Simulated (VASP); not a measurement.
# SnSe2 (P-3m1) in VASP: single point with PBE

Aim: the single point of SnSe2 with PBE.

Everything below comes from runs of VASP 6.6.1. Logs are shortened: lines on timing, memory, paths and dates and some standing lists are left out, and cuts for length are marked.

## 1. The cell of the first run

Symmetry: P-3m1, No. 164, trigonal system. Conventional cell: a = 3.811 Å, b = 3.811 Å, c = 6.136 Å, α = 90.00°, β = 90.00°, γ = 120.00°. Within 3.5 Å of Sn (site symmetry -3m) lie 6 Se at 2.68 Å. Se (site symmetry 3m) has 3 Sn at 2.68 Å within 3.5 Å.

## 2. Single point, PBE

File INCAR:

```
PREC = Accurate
ENCUT = 520
EDIFF = 1E-7
ISMEAR = -1
SIGMA = 0.05
LREAL = F
LASPH = T
NELM = 100
ALGO = Normal
ISIF = 2
LWAVE = F
LCHARG = F
GGA = PE
NBANDS = 20
```

File KPOINTS:

```
regular mesh
0
Gamma
  6 6 4
```

File POSCAR:

```
SnSe2
1.0
    3.8110000000      0.0000000000      0.0000000000
   -1.9055000000      3.3004228100      0.0000000000
    0.0000000000      0.0000000000      6.1360000000
Sn Se
1 2
Direct
    0.0000000000      0.0000000000      0.0000000000
    0.3333333343      0.6666666687      0.2490000000
    0.6666666672      0.3333333343      0.7510000000
```

Potentials or basis: VASP PAW PBE potentials, release 64 (Sn_d, Se).

Command:

```console
$ cat potpaw_PBE.64/Sn_d/POTCAR potpaw_PBE.64/Se/POTCAR > POTCAR
$ mpirun -np 1 vasp_std > vasp.out
```

OUTCAR:

```text
PREC = Accurate
   ENCUT = 520
   EDIFF = 1E-7
   ISMEAR = -1
   LREAL = F
   LASPH = T
   NELM = 100
   ISIF = 2
   GGA = PE

 ion  position               nearest neighbor table
   1  0.000  0.000  0.000-   3 2.68   2 2.68   2 2.68   3 2.68   3 2.68   2 2.68
   2  0.333  0.667  0.249-   1 2.68   1 2.68   1 2.68
   3  0.667  0.333  0.751-   1 2.68   1 2.68   1 2.68

  LATTYP: Found a hexagonal cell.
 ALAT       =     3.8110000000
 C/A-ratio  =     1.6100760955

  Lattice vectors:

 A1 = (   3.8110000000,   0.0000000000,   0.0000000000)
 A2 = (  -1.9055000000,   3.3004228100,   0.0000000000)
 A3 = (   0.0000000000,   0.0000000000,   6.1360000000)

Analysis of symmetry for initial positions (statically):
=====================================================================
 Subroutine PRICEL returns:
 Original cell was already a primitive cell.

 Routine SETGRP: Setting up the symmetry group for a
 hexagonal supercell.

 Subroutine GETGRP returns: Found 12 space group operations
 (whereof 12 operations were pure point group operations)
 out of a pool of 24 trial point group operations.

The static configuration has the point symmetry D_3d.

Analysis of symmetry for dynamics (positions and initial velocities):
=====================================================================
 Subroutine PRICEL returns:
 Original cell was already a primitive cell.

 Routine SETGRP: Setting up the symmetry group for a
 hexagonal supercell.

 Subroutine GETGRP returns: Found 12 space group operations
 (whereof 12 operations were pure point group operations)
 out of a pool of 24 trial point group operations.

The dynamic configuration has the point symmetry D_3d.

 Subroutine INISYM returns: Found 12 space group operations
 (whereof 12 operations are pure point group operations),
 and found     1 'primitive' translations

----------------------------------------------------------------------------------------

                                     Primitive cell

  volume of cell :      77.1781

  direct lattice vectors                    reciprocal lattice vectors
     3.811000000  0.000000000  0.000000000     0.262398321  0.151495741  0.000000000
    -1.905500000  3.300422810  0.000000000     0.000000000  0.302991482  0.000000000
     0.000000000  0.000000000  6.136000000     0.000000000  0.000000000  0.162972621

  length of vectors
     3.811000000  3.810999997  6.136000000     0.302991482  0.302991482  0.162972621

  position of ions in fractional coordinates (direct lattice)
     0.000000000  0.000000000  0.000000000
     0.333333334  0.666666669  0.249000000
     0.666666667  0.333333334  0.751000000

  ion indices of the primitive-cell ions
   primitive index   ion index
                 1           1
                 2           2
                 3           3

----------------------------------------------------------------------------------------

 KPOINTS: regular mesh

Automatic generation of k-mesh.
 Grid dimensions read from file:
 generate k-points for:    6    6    4

 Generating k-lattice:

  Cartesian coordinates                     Fractional coordinates (reciprocal lattice)
     0.043733053  0.025249290  0.000000000     0.166666667  0.000000000  0.000000000
     0.000000000  0.050498580  0.000000000     0.000000000  0.166666667  0.000000000
     0.000000000  0.000000000  0.040743155     0.000000000  0.000000000  0.250000000

  Length of vectors
     0.050498580  0.050498580  0.040743155

  Shift w.r.t. Gamma in fractional coordinates (k-lattice)
     0.000000000  0.000000000  0.000000000

 Subroutine IBZKPT returns following result:
 ===========================================

 Found     24 irreducible k-points:

 Following reciprocal coordinates:
            Coordinates               Weight
  0.000000  0.000000  0.000000      1.000000
  0.166667 -0.000000  0.000000      6.000000
  0.333333 -0.000000  0.000000      6.000000
  0.500000 -0.000000  0.000000      3.000000
  0.166667  0.166667  0.000000      6.000000
  0.333333  0.166667  0.000000     12.000000
[... 16 lines left out ...]
  0.333333  0.166667  0.500000     12.000000
  0.333333  0.333333  0.500000      2.000000
   k-points           NKPTS =     24   k-points in BZ     NKDIM =     24   number of bands    NBANDS=     20
   number of dos      NEDOS =    301   number of ions     NIONS =      3
   total plane-waves  NPLWV =  37632
   dimension x,y,z NGX =    28 NGY =   28 NGZ =   48
   dimension x,y,z NGXF=    56 NGYF=   56 NGZF=   96
   ions per type =               1   2
   NGX,Y,Z   is equivalent  to a cutoff of  12.21, 12.21, 13.00 a.u.
   NGXF,Y,Z  is equivalent  to a cutoff of  24.43, 24.43, 26.01 a.u.
 SYSTEM =  unknown system
   PREC   = accura    normal or accurate (medium, high low for compatibility)
   ISTART =      0    job   : 0-new  1-cont  2-samecut
   ICHARG =      2    charge: 1-file 2-atom 10-const
   ISPIN  =      1    spin polarized calculation?
   LNONCOLLINEAR =      F non collinear calculations
   LSORBIT =      F    spin-orbit coupling
   LASPH  =      T    aspherical Exc in radial PAW
   ENCUT  =  520.0 eV  38.22 Ry    6.18 a.u.   7.09  7.09 11.41*2*pi/ulx,y,z
   NELM   =    100;   NELMIN=  2; NELMDL= -5     # of ELM steps
   EDIFF  = 0.1E-06   stopping-criterion for ELM
   LREAL  =      F    real-space projection
   EDIFFG = 0.1E-05   stopping-criterion for IOM
   NSW    =      0    number of steps for IOM
   IBRION =     -1    ionic relax: 0-MD 1-quasi-New 2-CG
   NFREE  =      0    steps in history (QN), initial steepest desc. (CG)
   ISIF   =      2    stress and relaxation
   ISYM   =      2    0-nonsym 1-usesym 2-fastsym
   POTIM  = 0.5000    time-step for ionic-motion
   TEBEG  =    0.0;   TEEND  =   0.0 temperature during run
   PSTRESS=    0.0 pullay stress
   NELECT =      26.0000    total number of electrons
   NUPDOWN=      -1.0000    fix difference up-down
   EMIN   =  10.00;   EMAX   =-10.00  energy-range for DOS
   EFERMI =   0.00;   METHOD = LEGACY
   ISMEAR =    -1;   SIGMA  =   0.05  broadening in eV -4-tet -1-fermi 0-gaus
   EFERMI_NEDOS =   21; number of points for ismear=-14 and -15
   IALGO  =     38    algorithm
   IMIX   =      4    mixing-type and parameters
     AMIX     =   0.40;   BMIX     =  1.00
     AMIX_MAG =   1.60;   BMIX_MAG =  1.00
  volume/ion in A,a.u.               =      25.73       173.61
  Fermi-wavevector in a.u.,A,eV,Ry     =   1.139116  2.152617 17.654722  1.297585
  Thomas-Fermi vector in A             =   2.275820
   LORBIT       =      0    0 simple, 1 ext, 2 COOP (PROOUT), +10 PAW based schemes
   GGA     = PE    functional components
[... 5 lines left out ...]
 non-spin polarized calculation
  energy-cutoff  :      520.00
  volume of cell :       77.18
 maximum number of plane-waves:      2109
   NGX = 15   NGY = 15   NGZ = 23

 number of electron      26.0000006 magnetization

 Free energy of the ion-electron system (eV)
  ---------------------------------------------------
  ext. energy  EPLUGINS =         0.00000000
  ---------------------------------------------------
  free energy    TOTEN  =       -11.73726655 eV

  energy without entropy =      -11.73724090  energy(sigma->0) =      -11.73725372

 E-fermi :   4.5750     XC(G=0):  -9.4528

 val. band max:        4.1710771907   @ k =   0.0000   0.0000   0.0000
 cond. band min:       4.9862868461   @ k =   0.5000  -0.0000   0.2500
 fundamental gap:      0.8152096554
 Fermi energy:         4.5750419666

 k-point     1 :       0.0000    0.0000    0.0000
  band No.  band energies     occupation
      1     -17.0974      2.00000
      2     -17.0974      2.00000
      3     -17.0594      2.00000
      4     -17.0439      2.00000
      5     -17.0439      2.00000
      6      -9.8263      2.00000
[... 12 lines left out ...]
     19      13.1125      0.00000
     20      13.1125      0.00000

 k-point     2 :       0.1667   -0.0000    0.0000
  band No.  band energies     occupation
      1     -17.1114      2.00000
      2     -17.0890      2.00000
      3     -17.0536      2.00000
      4     -17.0472      2.00000
      5     -17.0411      2.00000
      6      -9.5504      2.00000
[... 12 lines left out ...]
     19      12.4456      0.00000
     20      13.3779      0.00000

 k-point     3 :       0.3333   -0.0000    0.0000
  band No.  band energies     occupation
      1     -17.1426      2.00000
      2     -17.0797      2.00000
      3     -17.0619      2.00000
      4     -17.0309      2.00000
      5     -17.0280      2.00000
      6      -8.8109      2.00000
[... 12 lines left out ...]
     19      13.1166      0.00000
     20      13.9730      0.00000

 k-point     4 :       0.5000   -0.0000    0.0000
  band No.  band energies     occupation
      1     -17.1587      2.00000
      2     -17.0783      2.00000
      3     -17.0666      2.00000
      4     -17.0217      2.00000
      5     -17.0181      2.00000
      6      -8.1625      2.00000
[... 12 lines left out ...]
     19      14.1830      0.00000
     20      14.8219      0.00000

 k-point     5 :       0.1667    0.1667    0.0000
  band No.  band energies     occupation
      1     -17.1278      2.00000
      2     -17.0876      2.00000
      3     -17.0535      2.00000
      4     -17.0456      2.00000
      5     -17.0285      2.00000
      6      -9.0365      2.00000
[... 12 lines left out ...]
     19      11.1848      0.00000
     20      14.3632      0.00000
[... 353 lines left out ...]
      6      -8.0673      2.00000
[... 12 lines left out ...]
     19      14.0421      0.00000
     20      14.9210      0.00000

 k-point    22 :       0.1667    0.1667    0.5000
  band No.  band energies     occupation
      1     -17.1280      2.00000
      2     -17.0877      2.00000
      3     -17.0536      2.00000
      4     -17.0455      2.00000
      5     -17.0285      2.00000
      6      -8.8830      2.00000
[... 12 lines left out ...]
     19      12.2147      0.00000
     20      13.3437      0.00000

 k-point    23 :       0.3333    0.1667    0.5000
  band No.  band energies     occupation
      1     -17.1436      2.00000
      2     -17.0910      2.00000
      3     -17.0575      2.00000
      4     -17.0317      2.00000
      5     -17.0204      2.00000
      6      -8.1339      2.00000
[... 12 lines left out ...]
     19      12.6244      0.00000
     20      13.8340      0.00000

 k-point    24 :       0.3333    0.3333    0.5000
  band No.  band energies     occupation
      1     -17.1196      2.00000
      2     -17.1196      2.00000
      3     -17.0400      2.00000
      4     -17.0400      2.00000
      5     -17.0258      2.00000
      6      -7.6793      2.00000
[... 12 lines left out ...]
     19      13.1680      0.00000
     20      13.2472      0.00000

------------------------ aborting loop because EDIFF is reached ----------------------------------------

  FORCE on cell =-STRESS in cart. coord.  units (eV):
  Direction    XX          YY          ZZ          XY          YZ          ZX
  --------------------------------------------------------------------------------------
  -------------------------------------------------------------------------------------
  Total        2.5048742      2.5048742      3.1602467      0.0000000      0.0000000      0.0000000
  in kB       51.9999137     51.9999136     65.6051128      0.0000000      0.0000000      0.0000000
  external PRESSURE =      56.5349801 kB  Pullay stress =       0.0000000 kB

 VOLUME and BASIS-vectors are now :
 -----------------------------------------------------------------------------
  energy-cutoff  :      520.00
  volume of cell :       77.18
      direct lattice vectors                 reciprocal lattice vectors
     3.811000000  0.000000000  0.000000000     0.262398321  0.151495741  0.000000000
    -1.905500000  3.300422810  0.000000000     0.000000000  0.302991482  0.000000000
     0.000000000  0.000000000  6.136000000     0.000000000  0.000000000  0.162972621

 POSITION                                       TOTAL-FORCE (eV/Angst)
 -----------------------------------------------------------------------------------
      0.00000      0.00000      0.00000         0.000000      0.000000      0.000000
     -0.00000      2.20028      1.52786        -0.000000      0.000000      0.796317
      1.90550      1.10014      4.60814         0.000000     -0.000000     -0.796317
 -----------------------------------------------------------------------------------
    total drift:                                0.000000     -0.000003     -0.000000

  FREE ENERGIE OF THE ION-ELECTRON SYSTEM (eV)
  ---------------------------------------------------
  free  energy   TOTEN  =       -11.7372665459 eV

  energy  without entropy=      -11.7372408965  energy(sigma->0) =      -11.73725372
```

It took 41 s on 1 thread of Intel Xeon Platinum 8259CL at 2.50GHz (Skylake/Cascade Lake), shared host; peak memory 0.2 GiB.

What came out:

```
Free energy            : -11.7373 eV
Pressure               : 5.7 GPa
Largest force          : 0.796 eV/Å
Band gap on the k mesh : 0.82 eV, indirect (least direct gap 1.09 eV)
```

Forces on the atoms (eV/Å):
```
Sn   0.000  0.000  0.000
Se   0.000  0.000  0.796
Se   0.000  0.000 -0.796
```

Caveat: spin-orbit coupling is left out, which moves the levels of the heavy elements; this functional lacks dispersion, which binds the layers, so the pressure and a relaxed spacing across them are unreliable. A k mesh can miss the band edges.
